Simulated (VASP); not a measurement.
# Cs (Im-3m) in VASP: a series of runs

The runs below take Cs through density of states, with PBE.

Everything below comes from runs of VASP 6.6.1. Logs are shortened: lines on timing, memory, paths and dates and some standing lists are left out, and cuts for length are marked.

### 1 The cell of the first run

Symmetry: Im-3m, No. 229, cubic system. The conventional cell has a = 4.716 Å, b = 4.716 Å, c = 4.716 Å, α = 90.00°, β = 90.00°, γ = 90.00°. Within 5.4 Å of Cs (site symmetry m-3m) lie 14 Cs at 4.08 to 4.72 Å.

### 2 Density of states, PBE (volume scaled by 0.45)

POSCAR reads:

```
Cs
1.0
   -2.3580537015      2.3580537015      2.3580537015
    2.3580537015     -2.3580537015      2.3580537015
    2.3580537015      2.3580537015     -2.3580537015
Cs
1
Direct
    0.0000000000      0.0000000000      0.0000000000
```

INCAR.step1 reads:

```
  PREC = Accurate
  ENCUT = 520
  EDIFF = 1E-6
  ISMEAR = -1
  SIGMA = 0.05
  LREAL = F
  LASPH = T
  NELM = 80
  ALGO = Normal
  ISIF = 2
  LWAVE = F
  LCHARG = T
  GGA = PE
  NBANDS = 10
```

KPOINTS.step1 reads:

```
Automatic mesh
0
Gamma
  9 9 9
```

INCAR.step2 reads:

```
  PREC = Accurate
  ENCUT = 520
  EDIFF = 1E-6
  ISMEAR = -5
  SIGMA = 0.05
  LREAL = F
  LASPH = T
  NELM = 80
  ALGO = Normal
  ISIF = 2
  LWAVE = F
  LCHARG = F
  GGA = PE
  LORBIT = 11
  NBANDS = 10
  NEDOS = 1001
  ICHARG = 11
```

KPOINTS.step2 reads:

```
Automatic mesh
0
Gamma
  14 14 14
```

Potentials or basis: VASP PAW PBE potentials, release 64 (Cs_sv).

The run is started by

```sh
cat potpaw_PBE.64/Cs_sv/POTCAR > POTCAR
cp INCAR.step1 INCAR
cp KPOINTS.step1 KPOINTS
mpirun -np 1 vasp_std > vasp.out
cp INCAR.step2 INCAR
cp KPOINTS.step2 KPOINTS
mpirun -np 1 vasp_std > vasp.out
```

OUTCAR:

```text
PREC = Accurate
   ENCUT = 520
   EDIFF = 1E-6
   ISMEAR = -5
   LREAL = F
   LASPH = T
   NELM = 80
   ISIF = 2
   GGA = PE
   LORBIT = 11
   ICHARG = 11

 ion  position               nearest neighbor table
   1  0.000  0.000  0.000-

  LATTYP: Found a body centered cubic cell.
 ALAT       =     4.7161074030

  Lattice vectors:

 A1 = (  -2.3580537015,   2.3580537015,   2.3580537015)
 A2 = (   2.3580537015,  -2.3580537015,   2.3580537015)
 A3 = (   2.3580537015,   2.3580537015,  -2.3580537015)

Analysis of symmetry for initial positions (statically):
=====================================================================
 Subroutine PRICEL returns:
 Original cell was already a primitive cell.

 Routine SETGRP: Setting up the symmetry group for a
 body centered cubic supercell.

 Subroutine GETGRP returns: Found 48 space group operations
 (whereof 48 operations were pure point group operations)
 out of a pool of 48 trial point group operations.

The static configuration has the point symmetry O_h .

Analysis of symmetry for dynamics (positions and initial velocities):
=====================================================================
 Subroutine PRICEL returns:
 Original cell was already a primitive cell.

 Routine SETGRP: Setting up the symmetry group for a
 body centered cubic supercell.

 Subroutine GETGRP returns: Found 48 space group operations
 (whereof 48 operations were pure point group operations)
 out of a pool of 48 trial point group operations.

The dynamic configuration has the point symmetry O_h .

 Subroutine INISYM returns: Found 48 space group operations
 (whereof 48 operations are pure point group operations),
 and found     1 'primitive' translations

----------------------------------------------------------------------------------------

                                     Primitive cell

  volume of cell :      52.4470

  direct lattice vectors                    reciprocal lattice vectors
    -2.358053701  2.358053701  2.358053701     0.000000000  0.212039276  0.212039276
     2.358053701 -2.358053701  2.358053701     0.212039276  0.000000000  0.212039276
     2.358053701  2.358053701 -2.358053701     0.212039276  0.212039276  0.000000000

  length of vectors
     4.084268818  4.084268818  4.084268818     0.299868820  0.299868820  0.299868820

  position of ions in fractional coordinates (direct lattice)
     0.000000000  0.000000000  0.000000000

  ion indices of the primitive-cell ions
[... 72 lines left out ...]
   LSORBIT =      F    spin-orbit coupling
   LASPH  =      T    aspherical Exc in radial PAW
   ENCUT  =  520.0 eV  38.22 Ry    6.18 a.u.   7.59  7.59  7.59*2*pi/ulx,y,z
   NELM   =     80;   NELMIN=  2; NELMDL=  0     # of ELM steps
   EDIFF  = 0.1E-05   stopping-criterion for ELM
   LREAL  =      F    real-space projection
[... 7 lines left out ...]
   TEBEG  =    0.0;   TEEND  =   0.0 temperature during run
   PSTRESS=    0.0 pullay stress
   NELECT =       9.0000    total number of electrons
   NUPDOWN=      -1.0000    fix difference up-down
   EMIN   =  10.00;   EMAX   =-10.00  energy-range for DOS
   EFERMI =   0.00;   METHOD = LEGACY
   ISMEAR =    -5;   SIGMA  =   0.05  broadening in eV -4-tet -1-fermi 0-gaus
   EFERMI_NEDOS =   21; number of points for ismear=-14 and -15
   IALGO  =     38    algorithm
   IMIX   =      4    mixing-type and parameters
     AMIX     =   0.40;   BMIX     =  1.00
     AMIX_MAG =   1.60;   BMIX_MAG =  1.00
  volume/ion in A,a.u.               =      52.45       353.93
  Fermi-wavevector in a.u.,A,eV,Ry     =   0.909736  1.719151 11.260445  0.827619
  Thomas-Fermi vector in A             =   2.033815
   LORBIT       =     11    0 simple, 1 ext, 2 COOP (PROOUT), +10 PAW based schemes
   GGA     = PE    functional components
   LHFCALC =     F    Hartree Fock is set to
   AEXX    =    0.0000 exact exchange contribution
   IVDW    =     0    specifies the selected vdW correction
   LEPSILON=     F    determine dielectric tensor
   LRPA    =     F    only Hartree local field effects (RPA)
 non-spin polarized calculation
 Fermi weights with tetrahedron method with Bloechl corrections
  energy-cutoff  :      520.00
  volume of cell :       52.45
 maximum number of plane-waves:      1441

 number of electron       8.9999998 magnetization

 Free energy of the ion-electron system (eV)
  ---------------------------------------------------
  ext. energy  EPLUGINS =         0.00000000
  ---------------------------------------------------
  free energy    TOTEN  =        -0.25161042 eV

  energy without entropy =       -0.25161042  energy(sigma->0) =       -0.25161042

 E-fermi :   3.3388     XC(G=0):  -7.8678

 val. band max:        3.3107019964   @ k =  -0.4286   0.5000   0.2857
 cond. band min:       3.3036941230   @ k =  -0.3571   0.3571   0.3571
 fundamental gap:     -0.0070078734
 Fermi energy:         3.3388060520

 k-point     1 :       0.0000    0.0000    0.0000
  band No.  band energies     occupation
      1     -20.5333      2.00000
      2      -6.6870      2.00000
      3      -6.6870      2.00000
      4      -6.6870      2.00000
      5       1.1996      2.00000
      6       6.2443      0.00000
      7       6.2443      0.00000
      8       6.2443      0.00000
      9       7.8987      0.00000
     10       7.8987      0.00000
[... 287 lines left out ...]
 k-point    24 :       0.3571    0.2857   -0.0000
  band No.  band energies     occupation
      1     -20.3242      2.00000
      2      -7.7521      2.00000
      3      -7.5444      2.00000
      4      -6.8646      2.00000
      5       3.9221     -0.00207
      6       4.7284      0.00000
      7       5.0832      0.00000
      8       8.2325      0.00000
      9       8.7370      0.00000
     10      10.3192      0.00000

 [... further k-points ...]
[... 5 lines left out ...]
  --------------------------------------------------------------------------------------
  -------------------------------------------------------------------------------------
  Total        1.5508618      1.5508618      1.5508618     -0.0000000      0.0000000      0.0000000
  in kB       47.3764598     47.3764598     47.3764598     -0.0000000      0.0000000      0.0000000
  external PRESSURE =      47.3764598 kB  Pullay stress =       0.0000000 kB

 VOLUME and BASIS-vectors are now :
 -----------------------------------------------------------------------------
  energy-cutoff  :      520.00
  volume of cell :       52.45
      direct lattice vectors                 reciprocal lattice vectors
    -2.358053701  2.358053701  2.358053701     0.000000000  0.212039276  0.212039276
     2.358053701 -2.358053701  2.358053701     0.212039276  0.000000000  0.212039276
     2.358053701  2.358053701 -2.358053701     0.212039276  0.212039276  0.000000000

 POSITION                                       TOTAL-FORCE (eV/Angst)
 -----------------------------------------------------------------------------------
      0.00000      0.00000      0.00000        -0.000000      0.000000     -0.000000
 -----------------------------------------------------------------------------------
    total drift:                                0.000000     -0.000000      0.000000

  FREE ENERGIE OF THE ION-ELECTRON SYSTEM (eV)
  ---------------------------------------------------
  free  energy   TOTEN  =        -0.2516104188 eV

  energy  without entropy=       -0.2516104188  energy(sigma->0) =       -0.25161042

 total charge

# of ion       s       p       d       tot
------------------------------------------
    1        1.870   4.619   0.082   6.570
```

Wall time 40 s (1 thread of Intel Xeon Platinum 8488C (Sapphire Rapids), shared host); peak memory 0.19 GiB.

What came out:

- Valence electrons inside the program's atomic spheres: Cs 6.57

Levels at points of the mesh, in eV from the Fermi level:
```csv
k point,band 1,band 2,band 3,band 4,band 5,band 6,band 7,band 8,band 9,band 10
"(0.00, 0.00, 0.00)",-23.87,-10.03,-10.03,-10.03,-2.14,2.91,2.91,2.91,4.56,4.56
"(0.50, 0.00, 0.00)",-23.69,-11.40,-10.43,-10.06,-0.56,1.26,2.98,4.83,5.63,6.19
"(0.50, 0.50, 0.50)",-23.56,-10.92,-10.92,-10.92,-0.55,-0.55,6.24,6.24,6.24,7.08
```

Caveat: spin-orbit coupling is left out, which moves the levels of the heavy elements; tetrahedron occupations give inexact forces and stress in metals.

### 3 Density of states, PBE (volume scaled by 0.45)

POSCAR is that of step 2.

INCAR.step1 reads:

```
SYSTEM = Cs
PREC     = Accurate       ! precision mode
ENCUT    = 520            ! plane-wave cutoff, eV
EDIFF    = 1E-6           ! SCF threshold, eV
ISMEAR   = -1             ! smearing method
SIGMA    = 0.05           ! smearing width, eV
LREAL    = .False.        ! projectors in reciprocal space
LASPH    = .True.         ! aspherical terms in the spheres
NELM     = 100            ! most SCF steps
ALGO     = Normal         ! electronic algorithm
ISIF     = 2              ! what is computed and relaxed
LWAVE    = .False.        ! write WAVECAR
LCHARG   = .True.         ! write CHGCAR
GGA      = PE             ! functional
NBANDS   = 10             ! bands
```

KPOINTS.step1 reads:

```
Automatic mesh
0
Gamma
  9 9 9
  0 0 0
```

INCAR.step2 reads:

```
SYSTEM = Cs
PREC     = Accurate       ! precision mode
ENCUT    = 520            ! plane-wave cutoff, eV
EDIFF    = 1E-6           ! SCF threshold, eV
ISMEAR   = -5             ! smearing method
SIGMA    = 0.05           ! smearing width, eV
LREAL    = .False.        ! projectors in reciprocal space
LASPH    = .True.         ! aspherical terms in the spheres
NELM     = 100            ! most SCF steps
ALGO     = Normal         ! electronic algorithm
ISIF     = 2              ! what is computed and relaxed
LWAVE    = .False.        ! write WAVECAR
LCHARG   = .False.        ! write CHGCAR
GGA      = PE             ! functional
LORBIT   = 11             ! projections on sites
NEDOS    = 2001           ! points of the DOS
ICHARG   = 11             ! starting density
```

KPOINTS.step2 reads:

```
Automatic mesh
0
Gamma
  14 14 14
  0 0 0
```

Potentials or basis: VASP PAW PBE potentials, release 64 (Cs_sv).

The run is started by

```sh
cat potpaw_PBE.64/Cs_sv/POTCAR > POTCAR
cp INCAR.step1 INCAR
cp KPOINTS.step1 KPOINTS
mpirun -np 1 vasp_std > vasp.out
cp INCAR.step2 INCAR
cp KPOINTS.step2 KPOINTS
mpirun -np 1 vasp_std > vasp.out
```

OUTCAR:

```text
SYSTEM = Cs
   PREC = Accurate
   ENCUT = 520
   EDIFF = 1E-6
   ISMEAR = -5
   LREAL = .False.
   LASPH = .True.
   NELM = 100
   ISIF = 2
   GGA = PE
   LORBIT = 11
   ICHARG = 11

 ion  position               nearest neighbor table
   1  0.000  0.000  0.000-

  LATTYP: Found a body centered cubic cell.
 ALAT       =     4.7161074030

  Lattice vectors:

 A1 = (  -2.3580537015,   2.3580537015,   2.3580537015)
[... 441 lines left out ...]
      4      -6.8646      2.00000
      5       3.9221     -0.00207
      6       4.7284      0.00000
      7       5.0832      0.00000
      8       8.2328      0.00000

 [... further k-points ...]
[... 5 lines left out ...]
  --------------------------------------------------------------------------------------
  -------------------------------------------------------------------------------------
  Total        1.5510060      1.5510060      1.5510060      0.0000000      0.0000000     -0.0000000
  in kB       47.3808649     47.3808649     47.3808649      0.0000000      0.0000000     -0.0000000
  external PRESSURE =      47.3808649 kB  Pullay stress =       0.0000000 kB

 VOLUME and BASIS-vectors are now :
 -----------------------------------------------------------------------------
  energy-cutoff  :      520.00
  volume of cell :       52.45
      direct lattice vectors                 reciprocal lattice vectors
    -2.358053701  2.358053701  2.358053701     0.000000000  0.212039276  0.212039276
     2.358053701 -2.358053701  2.358053701     0.212039276  0.000000000  0.212039276
     2.358053701  2.358053701 -2.358053701     0.212039276  0.212039276  0.000000000

 POSITION                                       TOTAL-FORCE (eV/Angst)
 -----------------------------------------------------------------------------------
      0.00000      0.00000      0.00000        -0.000000     -0.000000      0.000000
 -----------------------------------------------------------------------------------
    total drift:                                0.000000     -0.000000      0.000000

  FREE ENERGIE OF THE ION-ELECTRON SYSTEM (eV)
  ---------------------------------------------------
  free  energy   TOTEN  =        -0.2516104199 eV

  energy  without entropy=       -0.2516104199  energy(sigma->0) =       -0.25161042

 total charge

# of ion       s       p       d       tot
------------------------------------------
    1        1.870   4.619   0.082   6.570
```

OUTCAR.step1:

```text
SYSTEM = Cs
   PREC = Accurate
   ENCUT = 520
   EDIFF = 1E-6
   ISMEAR = -1
   LREAL = .False.
[... 529 lines left out ...]
 -----------------------------------------------------------------------------------
      0.00000      0.00000      0.00000        -0.000000     -0.000000      0.000000
 -----------------------------------------------------------------------------------
    total drift:                               -0.000000      0.000000      0.000000

  FREE ENERGIE OF THE ION-ELECTRON SYSTEM (eV)
  ---------------------------------------------------
  free  energy   TOTEN  =        -0.2629917189 eV

  energy  without entropy=       -0.2537671438  energy(sigma->0) =       -0.25837943
```

Wall time 47 s (1 thread of Intel Xeon Platinum 8488C (Sapphire Rapids), shared host); peak memory 0.18 GiB.

Results:

```
Valence electrons inside the program's atomic spheres : Cs 6.57
```

Caveat: spin-orbit coupling is left out, which moves the levels of the heavy elements; tetrahedron occupations give inexact forces and stress in metals.

### 4 Density of states, PBE (volume scaled by 0.76)

POSCAR reads:

```
Cs
1.0
   -2.8081526846      2.8081526846      2.8081526846
    2.8081526846     -2.8081526846      2.8081526846
    2.8081526846      2.8081526846     -2.8081526846
Cs
1
Direct
    0.0000000000      0.0000000000      0.0000000000
```

INCAR.step1 reads:

```
ALGO = Normal ; EDIFF = 1E-7
ENCUT = 520 ; GGA = PE
ISIF = 2 ; ISMEAR = -1
LASPH = True ; LCHARG = True
LREAL = False ; LWAVE = False
NBANDS = 10 ; NELM = 60
PREC = Accurate ; SIGMA = 0.05
```

KPOINTS.step1 reads:

```
k-points
0
Gamma
  9 9 9
```

INCAR.step2 reads:

```
ALGO = Normal ; EDIFF = 1E-7
ENCUT = 520 ; GGA = PE
ICHARG = 11 ; ISIF = 2
ISMEAR = -5 ; LASPH = True
LCHARG = False ; LORBIT = 10
LREAL = False ; LWAVE = False
NBANDS = 10 ; NEDOS = 2001
NELM = 60 ; PREC = Accurate
SIGMA = 0.05
```

KPOINTS.step2 reads:

```
k-points
0
Gamma
  14 14 14
```

The run is started by

```sh
cat potpaw_PBE.64/Cs_sv/POTCAR > POTCAR
cp INCAR.step1 INCAR
cp KPOINTS.step1 KPOINTS
mpirun -np 1 vasp_std > vasp.out
cp INCAR.step2 INCAR
cp KPOINTS.step2 KPOINTS
mpirun -np 1 vasp_std > vasp.out
```

It took 51 s on 1 thread of Intel Xeon Platinum 8488C (Sapphire Rapids), shared host; peak memory 0.24 GiB.

The run converged. Its results:

| Quantity | Value |
| --- | --- |
| Valence electrons inside the program's atomic spheres | Cs 6.55 |

Levels at points of the mesh, in eV from the Fermi level:
| k point | band 1 | band 2 | band 3 | band 4 | band 5 | band 6 | band 7 | band 8 | band 9 |
| --- | --- | --- | --- | --- | --- | --- | --- | --- | --- |
| (0.00, 0.00, 0.00) | -23.75 | -10.43 | -10.43 | -10.43 | -1.94 | 2.63 | 2.63 | 2.63 | 3.70 |
| (0.50, 0.00, 0.00) | -23.73 | -10.75 | -10.53 | -10.43 | -0.11 | 1.24 | 1.58 | 3.64 | 4.30 |
| (0.50, 0.50, 0.50) | -23.71 | -10.65 | -10.65 | -10.65 | 0.37 | 0.37 | 3.78 | 3.78 | 3.78 |

Caveat: spin-orbit coupling is left out, which moves the levels of the heavy elements; tetrahedron occupations give inexact forces and stress in metals.
